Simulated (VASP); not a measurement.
Here is a VASP 6.6.1 calculation.

INCAR

```
SYSTEM = C
PREC = Accurate ; ENCUT = 600
EDIFF = 1E-7 ; ISMEAR = -1
SIGMA = 0.15 ; LREAL = .FALSE.
LASPH = .TRUE. ; NELM = 120
ALGO = Normal ; ISIF = 3
LWAVE = .FALSE. ; LCHARG = .FALSE.
GGA = PE ; IBRION = 2
NSW = 80 ; EDIFFG = -0.001
PSTRESS = 20.0 ; GGA_COMPAT = .FALSE.
NELMIN = 4
```

File KPOINTS:

```
Automatic mesh
0
G
  18 18 6
  0 0 0
```

POSCAR

```
C
1.0
    1.2332793443     -2.1360613980      0.0000000000
    1.2332793443      2.1360613980      0.0000000000
    0.0000000000      0.0000000000      8.7390382410
C
4
Direct
    0.0833320888      0.9166679112      0.7500329091
    0.5833320888      0.4166679112      0.2499670909
    0.9166679112      0.0833320888      0.2499670909
    0.4166679112      0.5833320888      0.7500329091
```

Potentials or basis: VASP PAW PBE potentials, release 64 (C).

Run with:

```bash
$ cat potpaw_PBE.64/C/POTCAR > POTCAR
$ mpirun -np 1 vasp_std > vasp.out
```

Estimate the relaxed cell.

a = 2.462 Å, b = 2.462 Å, c = 7.026 Å, α = 90.00°, β = 90.00°, γ = 119.98°.

What does it give for the relaxed volume?

9.22 Å³/atom.

Predict the space group after relaxing (to 0.1 Å).

Fmmm (No. 69).

What does it give for the band gap on the k mesh?

Zero (filled and empty bands touch).

The path:
```
step  energy change (eV)  largest force (eV/Å)  pressure (GPa)  volume (Å³)
   1              0.0000                0.0000            0.01        46.04
   2              0.0115                0.0001            4.24        45.10
   3              0.0030                0.0000            2.16        45.55
   4              0.0023                0.0000            2.16        45.11
   5              0.0003                0.0002            2.17        43.78
   6             -0.0009                0.0006            2.26        41.11
   7              0.0379                0.0020            3.06        35.78
   8              0.0153                0.0012            2.66        37.42
   9              0.0212                0.0014            2.77        36.88
  10              0.0381                0.0438           -5.92        37.88
  11              0.0199                0.0035            1.97        36.97
  12              0.0199                0.0034            1.99        36.96
  13              0.0202                0.0420            2.00        36.95
  14              0.0199                0.0047            1.98        36.96
  15              0.0201                0.0030            1.98        36.95
  16              0.0200                0.0009            1.98        36.95
  17              0.0201                0.0010            1.98        36.94
  18              0.0204                0.0010            1.97        36.92
  19              0.0210                0.0010            1.98        36.87
  20              0.0208                0.0010            1.97        36.89
  21              0.0209                0.0010            1.98        36.88
  22              0.0208                0.0010            1.97        36.89
  23              0.0211                0.0017            2.05        36.87
  24              0.0209                0.0001            2.00        36.88
  25              0.0209                0.0002            2.01        36.88
  26              0.0209                0.0001            2.01        36.88
  27              0.0209                0.0012            1.99        36.88
  28              0.0209                0.0005            2.00        36.88
```

Caveat: the cell is relaxed towards a set pressure, so the run minimises the enthalpy, not the energy; the volume moved by over 15 % at a fixed basis, so the end points are rough; this functional lacks dispersion, which binds the layers, so the pressure and a relaxed spacing across them are unreliable.
